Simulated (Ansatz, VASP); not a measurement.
**NbRu3C in VASP and in Ansatz**

```
CELL_PARAMETERS angstrom
5.39012 0.00000 0.00000
-2.69506 4.66798 0.00000
0.00000 0.00000 2.78696
ATOMIC_POSITIONS crystal
Nb 0.66667 0.33333 0.50000
Ru 0.16457 0.83543 0.50000
Ru 0.16457 0.32914 0.50000
Ru 0.67086 0.83543 0.50000
C 0.33333 0.66667 0.00000
```

Alike in both runs: functional PBE; k mesh 6 × 6 × 6; occupations gaussian, width 0.1 eV; no spin polarisation.

Ansatz relaxed the structure, and its values are those at the end. VASP's run is a single point on that final structure, the one shown.

```csv
,VASP,Ansatz
version,VASP 6.6.1,Ansatz 0.2.0
potentials or method,"VASP PAW PBE potentials, release 64 (Nb_sv, Ru_pv, C), cutoff 520 eV","scalar-relativistic, plane waves, PAW"
valence electrons in the cell,59,65
```

|  | VASP | Ansatz | Ansatz less VASP |
| --- | --- | --- | --- |
| gap on the k mesh at the Fermi level (eV) | none | none | - |
| pressure (GPa) | -0.2 | -0.2 | +0.04 |
| rms of the force components (eV/Å) | 0.010 | 0.001 | -0.0095 |

A gap of «none» marks a metal or a gap that the smearing closes. VASP's potentials hold 59 valence electrons a cell and Ansatz's 65, so a difference there can come from the potentials and not from the codes.

The k mesh is coarse, so the values compare programs but aren't converged.
